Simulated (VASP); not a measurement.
Wanted: the native input for a VASP 6.6.1 run.

```yaml
Task: single point
Functional: revPBE
Dispersion: D4
Potentials_or_basis: VASP PAW PBE potentials, release 64 (Si, C)
Cutoff: 520 eV
k_mesh: 10 × 10 × 5
Occupations: fermi-dirac, width 0.05 eV
Spin: no spin polarisation
Dipole_correction: no
Further_INCAR_settings: ALGO = Normal; EDIFF = 1e-06; NBANDS = 16
```

The structure of SiC lies in POSCAR:

```
SiC
1.0
    3.0611918088      0.0000000000      0.0000000000
   -1.5305959044      2.6510698723      0.0000000000
    0.0000000000      0.0000000000      5.0255746904
Si C
2 2
Direct
    0.6666666667      0.3333333333      0.5046707445
    0.3333333333      0.6666666667      0.0046707445
    0.6666666667      0.3333333333      0.8803292555
    0.3333333333      0.6666666667      0.3803292555
```

One way to write it, as run:

INCAR

```
PREC     = Accurate       # precision mode
ENCUT    = 520            # plane-wave cutoff, eV
EDIFF    = 1E-6           # SCF threshold, eV
ISMEAR   = -1             # smearing method
SIGMA    = 0.05           # smearing width, eV
LREAL    = False          # projectors in reciprocal space
LASPH    = True           # aspherical terms in the spheres
NELM     = 60             # most SCF steps
ALGO     = Normal         # electronic algorithm
ISIF     = 2              # what is computed and relaxed
LWAVE    = False          # write WAVECAR
LCHARG   = False          # write CHGCAR
GGA      = RE             # functional
IVDW     = 13             # dispersion correction
NBANDS   = 16             # bands
```

KPOINTS

```
Automatic mesh
0
Gamma
  10 10 5
```

Potentials or basis: VASP PAW PBE potentials, release 64 (Si, C).

The run is started by

```bash
$ cat potpaw_PBE.64/Si/POTCAR potpaw_PBE.64/C/POTCAR > POTCAR
$ mpirun -np 1 vasp_std > vasp.out
```

It gave:

```yaml
Pressure: -0.5 GPa
Band_gap_on_the_k_mesh: 2.43 eV (least direct gap 4.02 eV)
Dispersion_energy_per_atom: -0.654 eV
```

Caveat: the PAW data sets were made with another functional, which shifts forces and pressure a little; an odd mesh through Γ misses points on the zone boundary, where band edges can lie.

It took 26 s on 1 thread of Intel Xeon 8259CL, on a shared host, peak memory 0.16 GiB.
